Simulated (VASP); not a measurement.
A run of VASP 6.6.1 is set up as follows.

Contents of INCAR:

```
PREC     = Accurate       # precision mode
ENCUT    = 520            # plane-wave cutoff, eV
EDIFF    = 1E-6           # SCF threshold, eV
ISMEAR   = -1             # smearing method
SIGMA    = 0.1            # smearing width, eV
LREAL    = False          # projectors in reciprocal space
LASPH    = True           # aspherical terms in the spheres
NELM     = 100            # most SCF steps
ALGO     = Normal         # electronic algorithm
ISIF     = 2              # what is computed and relaxed
LWAVE    = False          # write WAVECAR
LCHARG   = False          # write CHGCAR
GGA      = PE             # functional
NBANDS   = 18             # bands
```

The input KPOINTS:

```
Automatic mesh
0
Gamma
  17 17 9
```

Contents of POSCAR:

```
Sc
1.0
    2.6409240468      0.0000000000      0.0000000000
   -1.3204620234      2.2871073140      0.0000000000
    0.0000000000      0.0000000000      4.2695631379
Sc
2
Direct
    0.3333333333      0.6666666667      0.2500000000
    0.6666666667      0.3333333333      0.7500000000
```

Potentials or basis: VASP PAW PBE potentials, release 64 (Sc_sv).

Launch:

```sh
$ cat potpaw_PBE.64/Sc_sv/POTCAR > POTCAR
$ mpirun -np 1 vasp_std > vasp.out
```

(1) Predict the pressure.

(2) What does it give for the band gap on the k mesh?

Answers

(1) 90.1 GPa.

(2) zero (band 11 reaches 10.67 eV, above the bottom of band 12 at 7.98 eV).
